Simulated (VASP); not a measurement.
Input of a VASP 6.6.1 run:

The input POSCAR:

```
InSb
1.0
    0.0000000000      3.4982280000      3.3686640000
    3.4982280000      0.0000000000      3.3686640000
    3.4982280000      3.4982280000      0.0000000000
In Sb
1 1
Direct
    0.0000000000      0.0000000000      0.0000000000
    0.7500000000      0.7500000000      0.7500000000
```

Contents of INCAR.step1:

```
SYSTEM = InSb
PREC = Accurate
ENCUT = 520
ISMEAR = 0
SIGMA = 0.03
LREAL = .False.
LASPH = .True.
NELM = 80
NBANDS = 16
GGA = PE
ALGO = Normal
EDIFF = 1E-4
LWAVE = .True.
LCHARG = .False.
```

The input INCAR.step2:

```
SYSTEM = InSb
PREC = Accurate
ENCUT = 520
EDIFF = 1E-7
ISMEAR = 0
SIGMA = 0.03
LREAL = .False.
LASPH = .True.
NELM = 80
ALGO = Normal
ISIF = 2
LWAVE = .False.
LCHARG = .False.
METAGGA = R2SCAN
LMIXTAU = .True.
NBANDS = 16
ISTART = 1
```

KPOINTS

```
regular mesh
0
Gamma
  10 10 10
  0 0 0
```

Potentials or basis: VASP PAW PBE potentials, release 64 (In_d, Sb).

Launch:

```bash
$ cat potpaw_PBE.64/In_d/POTCAR potpaw_PBE.64/Sb/POTCAR > POTCAR
$ cp INCAR.step1 INCAR
$ mpirun -np 1 vasp_std > vasp.out
$ cp INCAR.step2 INCAR
$ mpirun -np 1 vasp_std > vasp.out
```

Problem. Predict the pressure.

Solution. -4.7 GPa.

Problem. What does it give for the band gap on the k mesh?

Solution. 0.15 eV (least direct gap 0.16 eV).

Stress tensor (GPa, compression positive):
```
-5.04  0.00  0.00
 0.00 -5.04  0.00
 0.00  0.00 -4.01
```

Caveat: the cell differs from its parent crystal (strain +0.080 along x and y, +0.040 along z); the cell stands under tension; semilocal functionals underestimate gaps, and a narrow one can read as zero; the PAW data sets were made with another functional, which shifts forces and pressure a little; spin-orbit coupling is left out, which moves the levels of the heavy elements. A k mesh can miss the band edges.
